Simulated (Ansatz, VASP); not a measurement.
# TePb: VASP beside Ansatz

Contents of INCAR:

```
SYSTEM = TePb
PREC = Accurate ; ENCUT = 500
EDIFF = 1E-6 ; ISMEAR = 0
SIGMA = 0.01 ; LREAL = .False.
LASPH = .True. ; NELM = 120
ALGO = Normal ; ISIF = 2
LWAVE = .False. ; LCHARG = .False.
GGA = CA ; NBANDS = 17
GGA_COMPAT = .False.
```

KPOINTS

```
regular mesh
0
Gamma
  8 8 8
  0 0 0
```

The input POSCAR:

```
TePb
1.0
    0.0000000000      3.1588810034      3.1588810034
    3.1588810034      0.0000000000      3.1588810034
    3.1588810034      3.1588810034      0.0000000000
Pb Te
1 1
Direct
    0.0000000000      0.0000000000      0.0000000000
    0.5000000000      0.5000000000      0.5000000000
```

Input for Ansatz:

```yaml
crystal:
  lattice:
    - [0.0, 3.1588810034, 3.1588810034]
    - [3.1588810034, 0.0, 3.1588810034]
    - [3.1588810034, 3.1588810034, 0.0]
  atoms:
    - { symbol: Pb, position: [0.0, 0.0, 0.0] }
    - { symbol: Te, position: [0.5, 0.5, 0.5] }
basis:
  ecutwfc: 420
kpoints:
  mp_grid: { grid: [8, 8, 8] }
  band_path:
    path:
      - [0.0, 0.0, 0.0]
      - [0.0, 0.0, 0.0]
      - [0.0, 0.0, 0.0]
      - [0.0, 0.0, 0.0]
      - [0.0, 0.0, 0.0]
      - [0.0, 0.0, 0.0]
      - [0.0, 0.0, 0.0]
      - [0.0, 0.0, 0.0]
      - [0.0, 0.0, 0.0]
      - [0.0, 0.0, 0.0]
      - [0.0, 0.0, 0.0]
      - [0.0, 0.0, 0.0]
      - [0.0, 0.0, 0.0]
      - [0.0, 0.0, 0.0]
      - [0.0, 0.0, 0.0]
      - [0.0, 0.0, 0.0]
      - [0.0, 0.0, 0.0]
      - [0.0, 0.0, 0.0]
      - [0.0, 0.0, 0.0]
      - [0.0, 0.0, 0.0]
      - [0.0, 0.0, 0.0]
      - [0.0, 0.0, 0.0]
      - [0.0, 0.0, 0.0]
      - [0.0, 0.0, 0.0]
      - [0.0, 0.0, 0.0]
      - [0.0, 0.0, 0.0]
      - [0.3, 0.3, 0.0]
      - [0.3166666667, 0.3166666667, 0.0]
      - [0.3333333333, 0.3333333333, 0.0]
      - [0.35, 0.35, 0.0]
      - [0.3666666667, 0.3666666667, 0.0]
      - [0.3833333333, 0.3833333333, 0.0]
      - [0.4, 0.4, 0.0]
      - [0.4166666667, 0.4166666667, 0.0]
      - [0.4333333333, 0.4333333333, 0.0]
      - [0.45, 0.45, 0.0]
      - [0.4666666667, 0.4666666667, 0.0]
      - [0.4833333333, 0.4833333333, 0.0]
      - [0.5, 0.5, 0.0]
      - [0.5, 0.5, 0.5]
      - [0.5, 0.5, 0.5]
      - [0.5, 0.5, 0.5]
      - [0.5, 0.5, 0.5]
      - [0.5, 0.5, 0.5]
      - [0.5, 0.5, 0.5]
      - [0.5, 0.5, 0.5]
      - [0.5, 0.5, 0.5]
      - [0.5, 0.5, 0.5]
      - [0.5, 0.5, 0.5]
      - [0.5, 0.5, 0.5]
      - [0.5, 0.5, 0.5]
      - [0.5, 0.5, 0.5]
      - [0.5, 0.5, 0.5]
      - [0.5, 0.5, 0.5]
      - [0.5, 0.5, 0.5]
      - [0.5, 0.5, 0.5]
      - [0.5, 0.5, 0.5]
      - [0.5, 0.5, 0.5]
      - [0.5, 0.5, 0.5]
      - [0.5, 0.5, 0.5]
      - [0.5, 0.5, 0.5]
      - [0.5, 0.5, 0.5]
      - [0.5, 0.5, 0.5]
      - [0.5, 0.5, 0.5]
      - [0.5, 0.5, 0.5]
    npoints: 1
hamiltonian:
  xc: lda
  pseudopotentials: { kind: paw, azcp: { folder: soft_1 } }
scf:
  occupations: { method: fixed }
  n_extra_bands: 5
output:
  eigenvalues: true
```

Alike in both runs: task single point; functional LDA; k mesh 8 × 8 × 8; no spin polarisation.

```csv
,VASP,Ansatz
version,VASP 6.6.1,Ansatz 0.2.0
potentials or method,"VASP PAW LDA potentials, release 64 (Pb_d, Te), cutoff 500 eV","scalar-relativistic, plane waves, PAW"
occupations,"gaussian, width 0.01 eV",fixed
valence electrons in the cell,20,30
```

|  | VASP | Ansatz | Ansatz less VASP |
| --- | --- | --- | --- |
| gap on the k mesh at the Fermi level (eV) | 0.48 | 0.51 | +0.023 |
| least direct gap on the mesh (eV) | 0.48 | 0.51 | +0.023 |

Ansatz warns that its potentials were made for another functional, while VASP's fit it. LDA's correlation is that of Perdew and Zunger in VASP and of Perdew and Wang (1992) in Ansatz. VASP's potentials hold 20 valence electrons a cell and Ansatz's 30, so a difference there can come from the potentials and not from the codes.

Spin-orbit coupling is off throughout.
